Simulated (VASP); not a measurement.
Input of a VASP 6.6.1 run:

The input INCAR:

```
ALGO = Normal
EDIFF = 1E-7
EDIFFG = -0.05
ENCUT = 500
GGA = PE
GGA_COMPAT = False
IBRION = 2
ISIF = 3
ISMEAR = 0
IVDW = 12
LASPH = True
LCHARG = False
LREAL = False
LWAVE = False
NELM = 120
NELMIN = 4
NSW = 100
PREC = Accurate
SIGMA = 0.1
```

Contents of KPOINTS:

```
k-points
0
Gamma
  8 8 8
```

Contents of POSCAR:

```
Ti
1.0
   -1.6410000000      1.6410000000      1.6410000000
    1.6410000000     -1.6410000000      1.6410000000
    1.6410000000      1.6410000000     -1.6410000000
Ti
1
Direct
    0.0000000000      0.0000000000      0.0000000000
```

Potentials or basis: VASP PAW PBE potentials, release 64 (Ti_sv).

The run is started by

```sh
$ cat potpaw_PBE.64/Ti_sv/POTCAR > POTCAR
$ mpirun -np 1 vasp_std > vasp.out
```

(1) Estimate the relaxed volume.

(2) What does it give for the space group after relaxing (to 0.05 Å)?

Answers

(1) 16.27 Å³/atom.

(2) Im-3m (No. 229).

Caveat: pairwise dispersion overbinds metals, which lowers pressure and volume.
